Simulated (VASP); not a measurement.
Au: single point with PBEsol

Au, a slab with vacuum:

```
CELL_PARAMETERS angstrom
2.88750 0.00000 0.00000
0.00000 2.88750 0.00000
0.00000 0.00000 24.16710
ATOMIC_POSITIONS crystal
Au 0.00000 0.00000 0.33273
Au 0.50000 0.50000 0.41560
Au 0.00000 0.00000 0.50000
Au 0.50000 0.50000 0.58440
Au 0.00000 0.00000 0.66727
```

| Item | Value |
| --- | --- |
| Program | VASP 6.6.1 |
| Task | single point |
| Functional | PBEsol |
| Potentials or basis | VASP PAW PBE potentials, release 64 (Au) |
| Cutoff | 400 eV |
| k mesh | 13 × 13 × 1 |
| Occupations | gaussian, width 0.05 eV |
| Spin | no spin polarisation |
| Dipole correction | yes |
| Further INCAR settings | ALGO = Normal; EDIFF = 1e-06; NBANDS = 36; NELMDL = -8 |

The largest force is 0.023 eV/Å.

Forces on the atoms (eV/Å):
```
Au   0.000  0.000  0.013
Au   0.000  0.000 -0.023
Au   0.000  0.000  0.000
Au   0.000  0.000  0.023
Au   0.000  0.000 -0.013
```

Levels at points of the mesh, in eV from the Fermi level:
| k point | band 24 | band 25 | band 26 | band 27 | band 28 | band 29 | band 30 | band 31 | band 32 | band 33 |
| --- | --- | --- | --- | --- | --- | --- | --- | --- | --- | --- |
| (0.00, 0.00, 0.00) | -2.11 | -2.11 | -1.85 | -1.79 | -1.65 | -1.65 | 0.01 | 1.38 | 4.92 | 5.31 |

Wall time 2.9 min on 1 thread of AMD EPYC 7R43 64-Core Processor (Zen 3), with other jobs on the host, peak memory 0.25 GiB.

Caveat: the PAW data sets were made with another functional, which shifts forces and pressure a little; spin-orbit coupling is left out, which moves the levels of the heavy elements.
